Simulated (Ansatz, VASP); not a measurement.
## One calculation of MoS2, two programs

```
Mo S
1.0
     2.93843    0.00000    0.00000
    -1.46922    2.54476    0.00000
     0.00000    0.00000   12.64496
Mo S
2 4
Direct
  0.33333 0.66667 0.25000
  0.66667 0.33333 0.75000
  0.33333 0.66667 0.62599
  0.66667 0.33333 0.12599
  0.33333 0.66667 0.87401
  0.66667 0.33333 0.37401
```

Alike in both runs: task single point; functional PBEsol; k mesh 12 × 12 × 4; no spin polarisation.

|  | VASP | Ansatz |
| --- | --- | --- |
| version | VASP 6.6.1 | Ansatz 0.2.0 |
| potentials or method | VASP PAW PBE potentials, release 64 (Mo_sv, S), cutoff 520 eV | scalar-relativistic, plane waves, PAW |
| occupations | methfessel-paxton of order 1, width 0.2 eV | cold, width 0.2 eV |
| valence electrons in the cell | 52 | 52 |

Ansatz gave:

| Property | Result |
| --- | --- |
| gap on the k mesh at the Fermi level (eV) | 1.29 |
| least direct gap on the mesh (eV) | 2.15 |
| pressure (GPa) | 25.1 |
| traceless stress, the component that is largest in VASP (GPa) | -8.77 |
| rms of the force components (eV/Å) | 0.710 |

Task: Which values does VASP return?

Result: gap on the k mesh at the Fermi level (eV): 1.31; least direct gap on the mesh (eV): 2.16; pressure (GPa): 25.0; traceless stress, the component that is largest in VASP (GPa): -8.95; rms of the force components (eV/Å): 0.704.

VASP's potentials were made for PBE, not for PBEsol. Atom by atom the forces differ by 0.006 eV/Å (rms over components).
